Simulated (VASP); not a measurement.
Set up this calculation in VASP 6.6.1, as the native input.

```yaml
Task: single point
Functional: r2SCAN
Potentials_or_basis: VASP PAW PBE potentials, release 64 (Ti_sv, Al)
Cutoff: 520 eV
k_mesh: 14 × 14 × 14
Occupations: gaussian, width 0.1 eV
Spin: no spin polarisation
Dipole_correction: no
Further_INCAR_settings: ALGO = Normal; EDIFF = 1e-06; NBANDS = 18
```

Crystal: TiAl3.

```xyz
4
Lattice="3.8766 0.0000 0.0000 0.0000 3.8766 0.0000 0.0000 0.0000 4.0130" Properties=species:S:1:pos:R:3 pbc="T T T"
Ti    0.0000    0.0000    0.0000
Al    1.9383    1.9383    0.0000
Al    1.9383    0.0000    2.0065
Al    0.0000    1.9383    2.0065
```

This cell differs from its parent crystal: biaxial strain in the a-b plane: -2.0 %, then relaxed in part.

One way to write it, as run:

POSCAR

```
TiAl3
1.0
    3.8765578250      0.0000000000      0.0000000000
    0.0000000000      3.8765578250      0.0000000000
    0.0000000000      0.0000000000      4.0130230735
Ti Al
1 3
Direct
    0.0000000000      0.0000000000      0.0000000000
    0.5000000000      0.5000000000      0.0000000000
    0.5000000000      0.0000000000      0.5000000000
    0.0000000000      0.5000000000      0.5000000000
```

INCAR.step1

```
  PREC = Accurate
  ENCUT = 520
  ISMEAR = 0
  SIGMA = 0.1
  LREAL = F
  LASPH = T
  NELM = 100
  NBANDS = 18
  GGA = PE
  ALGO = Normal
  EDIFF = 1E-4
  LWAVE = T
  LCHARG = F
```

INCAR.step2

```
  PREC = Accurate
  ENCUT = 520
  EDIFF = 1E-6
  ISMEAR = 0
  SIGMA = 0.1
  LREAL = F
  LASPH = T
  NELM = 100
  ALGO = Normal
  ISIF = 2
  LWAVE = F
  LCHARG = F
  METAGGA = R2SCAN
  LMIXTAU = T
  NBANDS = 18
  ISTART = 1
```

KPOINTS

```
Automatic mesh
0
Gamma
  14 14 14
```

Potentials or basis: VASP PAW PBE potentials, release 64 (Ti_sv, Al).

Launch:

```sh
$ cat potpaw_PBE.64/Ti_sv/POTCAR potpaw_PBE.64/Al/POTCAR > POTCAR
$ cp INCAR.step1 INCAR
$ mpirun -np 1 vasp_std > vasp.out
$ cp INCAR.step2 INCAR
$ mpirun -np 1 vasp_std > vasp.out
```

It gave:

The pressure is 3.2 GPa and the band gap on the k mesh is zero (an odd number of electrons rules out a gap without spin polarisation).

Caveat: the cell differs from its parent crystal (biaxial strain in the a-b plane: -2.0 %, then relaxed in part); the cell stands under pressure; the PAW data sets were made with another functional, which shifts forces and pressure a little.

It took 16 min on 1 thread of AMD EPYC 7R43 64-Core Processor (Zen 3), on a shared host, peak memory 0.37 GiB.
